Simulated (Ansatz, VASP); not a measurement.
Ti6H in VASP and in Ansatz

```
Ti H
1.0
     5.66395    0.00000    0.00000
     0.00000    4.57935    0.00000
     0.00000    0.00000   24.55069
Ti H
12 2
Direct
  0.25000 0.00000 0.16293
  0.75000 0.00000 0.16293
  0.00000 0.50000 0.21677
  0.50000 0.50000 0.21677
  0.25000 0.00000 0.27062
  0.75000 0.00000 0.27062
  0.25000 0.50000 0.32566
  0.75000 0.50000 0.32566
  0.00000 0.00000 0.37797
  0.50000 0.00000 0.37797
  0.25000 0.50000 0.42975
  0.75000 0.50000 0.42975
  0.94262 0.00000 0.50022
  0.05738 0.00000 0.50022
```

Alike in both runs: task single point; functional PBE; k mesh 5 × 6 × 1; occupations gaussian, width 0.1 eV; no spin polarisation.

|  | VASP | Ansatz |
| --- | --- | --- |
| version | VASP 6.6.1 | Ansatz 0.2.0 |
| potentials or method | VASP PAW PBE potentials, release 64 (Ti_sv, H), cutoff 520 eV | scalar-relativistic, plane waves, PAW |
| valence electrons in the cell | 146 | 146 |

|  | VASP | Ansatz | Ansatz less VASP |
| --- | --- | --- | --- |
| gap on the k mesh at the Fermi level (eV) | none | none | - |
| rms of the force components (eV/Å) | 1.153 | 1.146 | -0.0073 |
| work function, face that differs most (eV) | 3.39 | 3.39 | -0.002 |

Atom by atom the forces differ by 0.008 eV/Å (rms over components). A gap of «none» marks a metal or a gap that the smearing closes.
